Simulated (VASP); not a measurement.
# WC (Imm2) in VASP: single point with r2SCAN

Aim: the single point of WC with r2SCAN.

Program: VASP 6.6.1. These are calculated values, not measurements. Logs are shortened: lines on timing, memory, paths and dates and some standing lists are left out, and cuts for length are marked.

## 1. The cell of the first run

It takes space group Imm2 (No. 44, orthorhombic). The conventional cell has a = 3.101 Å, b = 4.385 Å, c = 3.101 Å, α = 90.00°, β = 90.00°, γ = 90.00°. W (site symmetry mm2) has 6 C at 2.15 to 2.24 Å within 2.8 Å. C (site symmetry mm2) has 6 W at 2.15 to 2.24 Å within 2.8 Å.

## 2. Single point, r2SCAN

Input file POSCAR:

```
WC
1.0
    0.0000000000      2.1926840000      2.1926840000
    2.1926840000      0.0000000000      2.1926840000
    2.1926840000      2.1926840000      0.0000000000
W C
1 1
Direct
   -0.0201552863      0.0000000000      0.0000000000
    0.5000000000      0.5000000000      0.5000000000
```

Input file INCAR.step1:

```
ALGO = Normal
EDIFF = 1E-4
ENCUT = 520
GGA = PE
ISMEAR = 0
LASPH = True
LCHARG = False
LREAL = False
LWAVE = True
NBANDS = 16
NELM = 80
PREC = Accurate
SIGMA = 0.15
```

Input file INCAR.step2:

```
ALGO = Normal
EDIFF = 1E-6
ENCUT = 520
ISIF = 2
ISMEAR = 0
ISTART = 1
LASPH = True
LCHARG = False
LMIXTAU = True
LREAL = False
LWAVE = False
METAGGA = R2SCAN
NBANDS = 16
NELM = 80
PREC = Accurate
SIGMA = 0.15
```

Input file KPOINTS:

```
k-points
0
Gamma
  18 18 18
```

Potentials or basis: VASP PAW PBE potentials, release 64 (W_sv, C).

Started as:

```bash
$ cat potpaw_PBE.64/W_sv/POTCAR potpaw_PBE.64/C/POTCAR > POTCAR
$ cp INCAR.step1 INCAR
$ mpirun -np 1 vasp_std > vasp.out
$ cp INCAR.step2 INCAR
$ mpirun -np 1 vasp_std > vasp.out
```

OUTCAR:

```text
EDIFF = 1E-6
   ENCUT = 520
   ISIF = 2
   ISMEAR = 0
   ISTART = 1
   LASPH = True
   LREAL = False
   METAGGA = R2SCAN
   NELM = 80
   PREC = Accurate

 ion  position               nearest neighbor table
   1  0.980  0.000  0.000-   2 2.15   2 2.15   2 2.19   2 2.19   2 2.24   2 2.24
   2  0.500  0.500  0.500-   1 2.15   1 2.15   1 2.19   1 2.19   1 2.24   1 2.24

  LATTYP: Found a face centered cubic cell.
 ALAT       =     4.3853680000

  Lattice vectors:

 A1 = (   0.0000000000,   2.1926840000,   2.1926840000)
 A2 = (   2.1926840000,   0.0000000000,   2.1926840000)
 A3 = (   2.1926840000,   2.1926840000,   0.0000000000)

Analysis of symmetry for initial positions (statically):
=====================================================================
 Subroutine PRICEL returns:
 Original cell was already a primitive cell.

 Routine SETGRP: Setting up the symmetry group for a
 face centered cubic supercell.

 Subroutine GETGRP returns: Found  4 space group operations
 (whereof  4 operations were pure point group operations)
 out of a pool of 48 trial point group operations.

The static configuration has the point symmetry C_2v.

Analysis of symmetry for dynamics (positions and initial velocities):
=====================================================================
 Subroutine PRICEL returns:
 Original cell was already a primitive cell.

 Routine SETGRP: Setting up the symmetry group for a
 face centered cubic supercell.

 Subroutine GETGRP returns: Found  4 space group operations
 (whereof  4 operations were pure point group operations)
 out of a pool of 48 trial point group operations.

The dynamic configuration has the point symmetry C_2v.

 Subroutine INISYM returns: Found  4 space group operations
 (whereof  4 operations are pure point group operations),
 and found     1 'primitive' translations

----------------------------------------------------------------------------------------

                                     Primitive cell

  volume of cell :      21.0842

  direct lattice vectors                    reciprocal lattice vectors
     0.000000000  2.192684000  2.192684000    -0.228031034  0.228031034  0.228031034
     2.192684000  0.000000000  2.192684000     0.228031034 -0.228031034  0.228031034
     2.192684000  2.192684000  0.000000000     0.228031034  0.228031034 -0.228031034

  length of vectors
     3.100923451  3.100923451  3.100923451     0.394961337  0.394961337  0.394961337

  position of ions in fractional coordinates (direct lattice)
     0.979844714  0.000000000  0.000000000
     0.500000000  0.500000000  0.500000000

  ion indices of the primitive-cell ions
   primitive index   ion index
                 1           1
                 2           2

----------------------------------------------------------------------------------------

 KPOINTS: k-points

Automatic generation of k-mesh.
 Grid dimensions read from file:
 generate k-points for:   18   18   18

 Generating k-lattice:

  Cartesian coordinates                     Fractional coordinates (reciprocal lattice)
    -0.012668391  0.012668391  0.012668391     0.055555556  0.000000000  0.000000000
     0.012668391 -0.012668391  0.012668391     0.000000000  0.055555556  0.000000000
     0.012668391  0.012668391 -0.012668391     0.000000000  0.000000000  0.055555556

  Length of vectors
     0.021942296  0.021942296  0.021942296

  Shift w.r.t. Gamma in fractional coordinates (k-lattice)
     0.000000000  0.000000000  0.000000000

 Subroutine IBZKPT returns following result:
 ===========================================

 Found    865 irreducible k-points:

 Following reciprocal coordinates:
            Coordinates               Weight
  0.000000  0.000000  0.000000      1.000000
  0.055556  0.000000  0.000000      4.000000
  0.000000  0.055556  0.000000      4.000000
  0.111111  0.000000  0.000000      4.000000
  0.000000  0.111111  0.000000      4.000000
  0.166667  0.000000  0.000000      4.000000
[... 16 lines left out ...]
  0.000000  0.111111  0.055556      4.000000
  0.055556  0.000000  0.111111      8.000000
 [... further k-points ...]
   k-points           NKPTS =    865   k-points in BZ     NKDIM =    865   number of bands    NBANDS=     16
   number of dos      NEDOS =    301   number of ions     NIONS =      2
   total plane-waves  NPLWV =  13824
   dimension x,y,z NGX =    24 NGY =   24 NGZ =   24
   dimension x,y,z NGXF=    48 NGYF=   48 NGZF=   48
   ions per type =               1   1
   NGX,Y,Z   is equivalent  to a cutoff of  12.87, 12.87, 12.87 a.u.
   NGXF,Y,Z  is equivalent  to a cutoff of  25.73, 25.73, 25.73 a.u.
 SYSTEM =  unknown system
   PREC   = accura    normal or accurate (medium, high low for compatibility)
   ISTART =      1    job   : 0-new  1-cont  2-samecut
   ICHARG =      0    charge: 1-file 2-atom 10-const
   ISPIN  =      1    spin polarized calculation?
   LNONCOLLINEAR =      F non collinear calculations
   LSORBIT =      F    spin-orbit coupling
   LASPH  =      T    aspherical Exc in radial PAW
   ENCUT  =  520.0 eV  38.22 Ry    6.18 a.u.   5.77  5.77  5.77*2*pi/ulx,y,z
   NELM   =     80;   NELMIN=  2; NELMDL=  0     # of ELM steps
   EDIFF  = 0.1E-05   stopping-criterion for ELM
   LREAL  =      F    real-space projection
   EDIFFG = 0.1E-04   stopping-criterion for IOM
   NSW    =      0    number of steps for IOM
   IBRION =     -1    ionic relax: 0-MD 1-quasi-New 2-CG
   NFREE  =      0    steps in history (QN), initial steepest desc. (CG)
   ISIF   =      2    stress and relaxation
   ISYM   =      2    0-nonsym 1-usesym 2-fastsym
   POTIM  = 0.5000    time-step for ionic-motion
   TEBEG  =    0.0;   TEEND  =   0.0 temperature during run
   PSTRESS=    0.0 pullay stress
   NELECT =      18.0000    total number of electrons
   NUPDOWN=      -1.0000    fix difference up-down
   EMIN   =  10.00;   EMAX   =-10.00  energy-range for DOS
   EFERMI =   0.00;   METHOD = LEGACY
   ISMEAR =     0;   SIGMA  =   0.15  broadening in eV -4-tet -1-fermi 0-gaus
   EFERMI_NEDOS =   21; number of points for ismear=-14 and -15
   IALGO  =     38    algorithm
   IMIX   =      4    mixing-type and parameters
     AMIX     =   0.40;   BMIX     =  1.00
     AMIX_MAG =   1.60;   BMIX_MAG =  1.00
  volume/ion in A,a.u.               =      10.54        71.14
  Fermi-wavevector in a.u.,A,eV,Ry     =   1.553029  2.934800 32.815887  2.411900
  Thomas-Fermi vector in A             =   2.657319
   LORBIT       =      0    0 simple, 1 ext, 2 COOP (PROOUT), +10 PAW based schemes
   METAGGA = R2SCAN    functional components
   LHFCALC =     F    Hartree Fock is set to
   AEXX    =    0.0000 exact exchange contribution
   IVDW    =     0    specifies the selected vdW correction
   LEPSILON=     F    determine dielectric tensor
   LRPA    =     F    only Hartree local field effects (RPA)
 non-spin polarized calculation
 Gauss-broadening in eV      SIGMA  =   0.15
  energy-cutoff  :      520.00
  volume of cell :       21.08
 maximum number of plane-waves:       588
   NGX = 11   NGY = 11   NGZ = 11

 number of electron      18.0000001 magnetization

 Free energy of the ion-electron system (eV)
  ---------------------------------------------------
  ext. energy  EPLUGINS =         0.00000000
  ---------------------------------------------------
  free energy    TOTEN  =       -60.61909614 eV

  energy without entropy =      -60.61073491  energy(sigma->0) =      -60.61491553

 E-fermi :  12.3887     XC(G=0): -14.8491

 val. band max:       12.3872230473   @ k =  -0.3333   0.4444   0.2222
 cond. band min:      12.3913151743   @ k =   0.0000  -0.2778   0.2778
 fundamental gap:      0.0040921269
 Fermi energy:        12.3887487168

 k-point     1 :       0.0000    0.0000    0.0000
  band No.  band energies     occupation
      1     -65.0524      2.00000
      2     -28.3900      2.00000
      3     -28.3893      2.00000
      4     -28.3878      2.00000
      5      -4.3031      2.00000
      6       9.4390      2.00000
[... 8 lines left out ...]
     15      22.9808      0.00000
     16      36.1898      0.00000

 k-point     2 :       0.0556    0.0000    0.0000
  band No.  band energies     occupation
      1     -65.0511      2.00000
      2     -28.4085      2.00000
      3     -28.3921      2.00000
      4     -28.3903      2.00000
      5      -4.2136      2.00000
      6       9.0748      2.00000
[... 8 lines left out ...]
     15      23.1874      0.00000
     16      35.2136      0.00000

 k-point     3 :       0.0000    0.0556    0.0000
  band No.  band energies     occupation
      1     -65.0511      2.00000
      2     -28.4091      2.00000
      3     -28.3913      2.00000
      4     -28.3905      2.00000
      5      -4.2134      2.00000
      6       9.0492      2.00000
[... 8 lines left out ...]
     15      23.1873      0.00000
     16      35.2340      0.00000

 k-point     4 :       0.1111    0.0000    0.0000
  band No.  band energies     occupation
      1     -65.0475      2.00000
      2     -28.4648      2.00000
      3     -28.3980      2.00000
      4     -28.3962      2.00000
      5      -3.9498      2.00000
      6       8.3006      2.00000
[... 8 lines left out ...]
     15      23.7617      0.00000
     16      33.4125      0.00000
[... 324 lines left out ...]
 k-point    22 :       0.1111    0.0556    0.0000
  band No.  band energies     occupation
      1     -65.0479      2.00000
      2     -28.4494      2.00000
      3     -28.4039      2.00000
      4     -28.3989      2.00000
      5      -3.9811      2.00000
      6       8.3837      2.00000
[... 8 lines left out ...]
     15      23.7119      0.00000
     16      33.6576      0.00000

 k-point    23 :       0.0000    0.1111    0.0556
  band No.  band energies     occupation
      1     -65.0479      2.00000
      2     -28.4489      2.00000
      3     -28.4043      2.00000
      4     -28.3990      2.00000
      5      -3.9811      2.00000
      6       8.3205      2.00000
[... 8 lines left out ...]
     15      23.7120      0.00000
     16      33.6713      0.00000

 k-point    24 :       0.0556    0.0000    0.1111
  band No.  band energies     occupation
      1     -65.0479      2.00000
      2     -28.4500      2.00000
      3     -28.4038      2.00000
      4     -28.3984      2.00000
      5      -3.9807      2.00000
      6       8.3376      2.00000
[... 8 lines left out ...]
     15      23.7120      0.00000
     16      33.6617      0.00000

 [... further k-points ...]

------------------------ aborting loop because EDIFF is reached ----------------------------------------

  FORCE on cell =-STRESS in cart. coord.  units (eV):
  Direction    XX          YY          ZZ          XY          YZ          ZX
  --------------------------------------------------------------------------------------
  -------------------------------------------------------------------------------------
  Total       -0.4914838     -0.3519329     -0.3519329      0.0000000      0.0020413      0.0000000
  in kB      -37.3475109    -26.7431353    -26.7431353      0.0000000      0.1551149      0.0000000
  external PRESSURE =     -30.2779272 kB  Pullay stress =       0.0000000 kB

 VOLUME and BASIS-vectors are now :
 -----------------------------------------------------------------------------
  energy-cutoff  :      520.00
  volume of cell :       21.08
      direct lattice vectors                 reciprocal lattice vectors
     0.000000000  2.192684000  2.192684000    -0.228031034  0.228031034  0.228031034
     2.192684000  0.000000000  2.192684000     0.228031034 -0.228031034  0.228031034
     2.192684000  2.192684000  0.000000000     0.228031034  0.228031034 -0.228031034

 POSITION                                       TOTAL-FORCE (eV/Angst)
 -----------------------------------------------------------------------------------
      0.00000      2.14849      2.14849         0.000000      0.247036      0.247036
      2.19268      2.19268      2.19268        -0.000000     -0.247036     -0.247036
 -----------------------------------------------------------------------------------
    total drift:                                0.000000      0.000020      0.000020

  FREE ENERGIE OF THE ION-ELECTRON SYSTEM (eV)
  ---------------------------------------------------
  free  energy   TOTEN  =       -60.6190961407 eV

  energy  without entropy=      -60.6107349097  energy(sigma->0) =      -60.61491553
```

Run time: 16 min. Hardware: 1 thread of Oxide Virtual Turin-like, shared host; peak memory 0.36 GiB.

Results:

| Item | Value |
| --- | --- |
| Free energy | -60.6191 eV |
| Pressure | -3.0 GPa |
| Largest force | 0.349 eV/Å |
| Band gap on the k mesh | zero (bands 9 and 10 overlap by 3.27 eV) |

Forces on the atoms (eV/Å):
```
W    0.000  0.247  0.247
C    0.000 -0.247 -0.247
```

Stress tensor (GPa, compression positive):
```
-3.73  0.00  0.00
 0.00 -2.67  0.02
 0.00  0.02 -2.67
```

Levels at points of the mesh, in eV from the Fermi level:
| k point | band 5 | band 6 | band 7 | band 8 | band 9 | band 10 | band 11 | band 12 | band 13 | band 14 |
| --- | --- | --- | --- | --- | --- | --- | --- | --- | --- | --- |
| (0.00, 0.00, 0.00) | -16.69 | -2.95 | -2.94 | -2.83 | -1.67 | -1.33 | -1.01 | -0.66 | -0.46 | 7.02 |
| (0.50, 0.00, 0.00) | -12.07 | -10.16 | -6.93 | -6.92 | 1.10 | 1.11 | 2.51 | 5.35 | 9.17 | 9.20 |
| (0.00, 0.50, 0.00) | -12.06 | -10.17 | -6.91 | -6.89 | 1.10 | 1.10 | 2.50 | 5.28 | 9.08 | 9.20 |
| (0.50, 0.50, 0.00) | -14.48 | -5.91 | -5.89 | -2.71 | -2.64 | 0.90 | 2.35 | 2.36 | 5.68 | 7.68 |
| (0.00, 0.50, 0.50) | -14.48 | -5.94 | -5.89 | -2.74 | -2.59 | 0.93 | 2.36 | 2.36 | 5.74 | 7.65 |

Caveat: the cell differs from its parent crystal (all W atoms moved +0.062 Å, as atom 1 towards its neighbour atom 1 (W) at 3.101 Å); the cell stands under tension; the PAW data sets were made with another functional, which shifts forces and pressure a little; spin-orbit coupling is left out, which moves the levels of the heavy elements.
